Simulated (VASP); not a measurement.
## Rb: single point with r2SCAN

Rb:

```
Rb
1.0
     5.10687    0.00000    0.00000
    -2.55344    4.42268    0.00000
     0.00000    0.00000    8.44789
Rb
2
Cartesian
  0.0000 2.9485 2.1120
  2.5534 1.4742 6.3359
```

| Item | Value |
| --- | --- |
| Program | VASP 6.6.1 |
| Task | single point |
| Functional | r2SCAN |
| Potentials or basis | VASP PAW PBE potentials, release 64 (Rb_sv) |
| Cutoff | 520 eV |
| k mesh | 8 × 8 × 5 |
| Occupations | fermi-dirac, width 0.1 eV |
| Spin | no spin polarisation |
| Dipole correction | no |
| Further INCAR settings | ALGO = Normal; EDIFF = 1e-06; NBANDS = 16 |

```json
{"Pressure": "0.0 GPa", "Band gap on the k mesh": "zero (band 9 reaches 0.75 eV, above the bottom of band 10 at -1.12 eV)"}
```

Levels at points of the mesh, in eV from the Fermi level:
```
           k point  band 7  band 8  band 9  band 10  band 11  band 12
(0.00, 0.00, 0.00)  -13.58  -13.58   -2.03     0.24     0.52     3.85
(0.50, 0.00, 0.00)  -13.60  -13.59    0.14     0.27     1.38     1.72
```

Run time: 3.6 min on 1 thread of Intel(R) Xeon(R) Platinum 8488C (Sapphire Rapids), with other jobs on the host, peak memory 0.37 GiB.

Caveat: the PAW data sets were made with another functional, which shifts forces and pressure a little.
